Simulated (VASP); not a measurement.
Input of a VASP 6.6.1 run:

The input INCAR:

```
SYSTEM = Cu
PREC = Accurate
ENCUT = 520
EDIFF = 1E-6
ISMEAR = 0
SIGMA = 0.15
LREAL = .False.
LASPH = .True.
NELM = 80
ALGO = Fast
ISIF = 2
LWAVE = .False.
LCHARG = .False.
GGA = PS
NBANDS = 18
```

File KPOINTS:

```
Automatic mesh
0
Gamma
  22 22 20
  0 0 0
```

Contents of POSCAR:

```
Cu
1.0
    1.1955610409     -3.7439692127      0.0000000000
    1.1955610409      3.7439692127      0.0000000000
    0.0000000000      0.0000000000      2.3332584101
Cu
2
Direct
    0.1338543804      0.8661456196      0.2500000000
    0.8661456196      0.1338543804      0.7500000000
```

Potentials or basis: VASP PAW PBE potentials, release 64 (Cu).

Command:

```console
$ cat potpaw_PBE.64/Cu/POTCAR > POTCAR
$ mpirun -np 1 vasp_std > vasp.out
```

Q: Estimate the pressure.

A: 29.0 GPa.

Q: Estimate the largest force.

A: 0.014 eV/Å.

Stress tensor (GPa, compression positive):
```
16.42  0.00  0.00
 0.00 34.15  0.00
 0.00  0.00 36.50
```

Caveat: the PAW data sets were made with another functional, which shifts forces and pressure a little.
